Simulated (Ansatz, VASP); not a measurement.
## One calculation of Ge, two programs

Contents of INCAR:

```
ALGO = Normal ; EDIFF = 1E-6
ENCUT = 520 ; GGA = PE
ISIF = 2 ; ISMEAR = 0
LASPH = True ; LCHARG = True
LELF = True ; LREAL = False
LVHAR = True ; LWAVE = False
NBANDS = 21 ; NELM = 60
PREC = Accurate ; SIGMA = 0.1
```

Contents of KPOINTS:

```
k-points
0
Gamma
  6 6 6
```

The input POSCAR:

```
Ge
1.0
    3.5813519300      0.0000000000      0.0000000000
    0.0000000000      3.5813519300      0.0000000000
    0.0000000000      0.0000000000      3.2583416300
Ge
2
Direct
    0.5000000000      0.0000000000      0.5117669600
    0.0000000000      0.5000000000      0.4882330400
```

Input for Ansatz:

```yaml
crystal:
  lattice:
    - [3.58135193, 0.0, 0.0]
    - [0.0, 3.58135193, 0.0]
    - [0.0, 0.0, 3.25834163]
  atoms:
    - { symbol: Ge, position: [0.5, 0.0, 0.51176696] }
    - { symbol: Ge, position: [0.0, 0.5, 0.48823304] }
basis:
  ecutwfc: 420
kpoints:
  mp_grid: { grid: [6, 6, 6] }
hamiltonian:
  xc: pbe
scf:
  occupations: { method: gaussian, width: 0.1 }
  lower_state_search: "off"
output:
  forces: true
  stress: true
  eigenvalues: true
```

Alike in both runs: task single point; functional PBE; k mesh 6 × 6 × 6; occupations gaussian, width 0.1 eV; no spin polarisation.

|  | VASP | Ansatz |
| --- | --- | --- |
| version | VASP 6.6.1 | Ansatz 0.2.0 |
| potentials or method | VASP PAW PBE potentials, release 64 (Ge_d), cutoff 520 eV | scalar-relativistic, plane waves, PAW |
| valence electrons in the cell | 28 | 28 |

|  | VASP | Ansatz | Ansatz less VASP |
| --- | --- | --- | --- |
| gap on the k mesh at the Fermi level (eV) | none | none | - |
| pressure (GPa) | 4.0 | 3.8 | -0.18 |
| traceless stress, the component that is largest in VASP (GPa) | -13.52 | -13.54 | -0.020 |
| rms of the force components (eV/Å) | 0.036 | 0.036 | -0.0001 |

Atom by atom the forces differ by 0.000 eV/Å (rms over components). A gap of «none» marks a metal or a gap that the smearing closes.
